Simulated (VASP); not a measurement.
Set up this calculation in VASP 6.6.1, as the native input.

| Quantity | Value |
| --- | --- |
| Task | single point |
| Functional | PBE |
| Potentials or basis | VASP PAW PBE potentials, release 64 (Mg, O) |
| Cutoff | 520 eV |
| k mesh | 10 × 10 × 10 |
| Occupations | fermi-dirac, width 0.05 eV |
| Spin | no spin polarisation |
| Dipole correction | no |
| Further INCAR settings | ALGO = Normal; EDIFF = 1e-06; NBANDS = 11 |

The structure of MgO lies in POSCAR:

```
MgO
1.0
    0.0000000000      2.2590823005      2.2590823005
    2.2590823005      0.0000000000      2.2590823005
    2.2590823005      2.2590823005      0.0000000000
Mg O
1 1
Direct
    0.5000000000      0.5000000000      0.5000000000
    0.7500000000      0.7500000000      0.7500000000
```

These files were run (other wordings do the same):

INCAR

```
SYSTEM = MgO
ALGO = Normal
EDIFF = 1E-6
ENCUT = 520
GGA = PE
ISIF = 2
ISMEAR = -1
LASPH = .True.
LCHARG = .False.
LREAL = .False.
LWAVE = .False.
NBANDS = 11
NELM = 80
PREC = Accurate
SIGMA = 0.05
```

KPOINTS

```
k-points
0
Gamma
  10 10 10
  0 0 0
```

Potentials or basis: VASP PAW PBE potentials, release 64 (Mg, O).

The run is started by

```bash
$ cat potpaw_PBE.64/Mg/POTCAR potpaw_PBE.64/O/POTCAR > POTCAR
$ mpirun -np 1 vasp_std > vasp.out
```

Results of the run:

* Pressure: 7.7 GPa
* Band gap on the k mesh: 3.82 eV, direct

Wall time 14 s on 1 thread of Intel Xeon 8259CL (shared host), peak memory 0.14 GiB.
